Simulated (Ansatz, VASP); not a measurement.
**HfO2 in VASP and in Ansatz**

Contents of POSCAR:

```
HfO2
1.0
    3.6468417000      0.0000000000      0.0000000000
    0.0000000000      3.6468417000      0.0000000000
    0.0000000000      0.0000000000      5.3042546963
Hf O
2 4
Direct
    0.5000000000      0.5000000000      0.5000000000
    0.0000000000      0.0000000000      0.0000000000
    0.0000000000      0.5000000000      0.6962101053
    0.5000000000      0.0000000000      0.8037898947
    0.5000000000      0.0000000000      0.3037898947
    0.0000000000      0.5000000000      0.1962101053
```

INCAR.step1

```
SYSTEM = HfO2
  ALGO = Normal
  EDIFF = 1E-4
  ENCUT = 520
  GGA = PE
  ISMEAR = 0
  LASPH = .True.
  LCHARG = .False.
  LREAL = .False.
  LWAVE = .True.
  NBANDS = 31
  NELM = 80
  PREC = Accurate
  SIGMA = 0.01
```

The input INCAR.step2:

```
SYSTEM = HfO2
  ALGO = Normal
  EDIFF = 1E-6
  ENCUT = 520
  ISIF = 2
  ISMEAR = 0
  ISTART = 1
  LASPH = .True.
  LCHARG = .True.
  LELF = .True.
  LMIXTAU = .True.
  LREAL = .False.
  LVHAR = .True.
  LWAVE = .False.
  METAGGA = R2SCAN
  NBANDS = 31
  NELM = 80
  PREC = Accurate
  SIGMA = 0.01
```

KPOINTS

```
k-points
0
Gamma
  6 6 4
  0 0 0
```

Input for Ansatz:

```yaml
crystal:
  lattice:
    - [3.6468417, 0.0, 0.0]
    - [0.0, 3.6468417, 0.0]
    - [0.0, 0.0, 5.3042546963]
  atoms:
    - { symbol: Hf, position: [0.5, 0.5, 0.5] }
    - { symbol: Hf, position: [0.0, 0.0, 0.0] }
    - { symbol: O, position: [0.0, 0.5, 0.6962101053] }
    - { symbol: O, position: [0.5, 0.0, 0.8037898947] }
    - { symbol: O, position: [0.5, 0.0, 0.3037898947] }
    - { symbol: O, position: [0.0, 0.5, 0.1962101053] }
kpoints:
  mp_grid: { grid: [6, 6, 4] }
hamiltonian:
  xc: r2scan
scf:
  occupations: { method: fixed }
  n_extra_bands: 5
output:
  forces: true
  stress: true
  eigenvalues: true
```

Alike in both runs: task single point; functional r2SCAN; k mesh 6 × 6 × 4; no spin polarisation.

```csv
,VASP,Ansatz
version,VASP 6.6.1,Ansatz 0.2.0
potentials or method,"VASP PAW PBE potentials, release 64 (Hf_pv, O)","plane waves, PAW"
plane-wave cutoff (eV),520,500
occupations,"gaussian, width 0.01 eV",fixed
valence electrons in the cell,44,76
```

VASP gave:

* gap on the k mesh at the Fermi level (eV): 4.99
* pressure (GPa): -16.6
* traceless stress, the component that is largest in VASP (GPa): 1.38
* rms of the force components (eV/Å): 0.176

**Question.** What did Ansatz give for the same quantities?

**Answer.** gap on the k mesh at the Fermi level (eV): 5.02; pressure (GPa): -13.5; traceless stress, the component that is largest in VASP (GPa): 1.19; rms of the force components (eV/Å): 0.143.

VASP's potentials were made for PBE, not for r2SCAN. Atom by atom the forces differ by 0.033 eV/Å (rms over components). VASP's potentials hold 44 valence electrons a cell and Ansatz's 76, so a difference there can come from the potentials and not from the codes.

Neither program's run includes spin-orbit coupling.
